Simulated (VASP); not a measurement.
Runs of VASP 6.6.1 on Mo. The structure is that of space group Im-3m (No. 229), or close to it. The cells are those of the table. 

```tsv
cell	k mesh	gap on the mesh (eV)	pressure (GPa)
a = 2.712 Å, angles 109.5°, 1 atom	23 × 23 × 23	none	0.1
a = 2.638 Å, angles 109.5°, 1 atom	23 × 23 × 23	none	(a)
a = 2.712 Å, angles 109.5°, 1 atom	14 × 14 × 14	none	0.6
a = 2.748 Å, angles 109.5°, 1 atom	23 × 23 × 23	none	-10.0
a = 2.783 Å, angles 109.5°, 1 atom	23 × 23 × 23	none	-18.3
a = 2.599 Å, angles 109.5°, 1 atom	23 × 23 × 23	none	(b)
a = 2.675 Å, angles 109.5°, 1 atom	23 × 23 × 23	none	12.5
```

Alike in all rows: task single point; level PBEsol; potentials or basis VASP PAW PBE potentials, release 64 (Mo_sv); no spin polarisation; cutoff (eV) 520; smearing fermi-dirac 0.1 eV.

Task: Fill in the values left out.

Result: (a) 27.8; (b) 46.6.

Caveats: the PAW data sets were made with another functional, which shifts forces and pressure a little.

A k mesh can miss the band edges, and the runs leave out spin-orbit coupling on Mo.

A gap of «none» marks levels without a gap at the run's occupations.
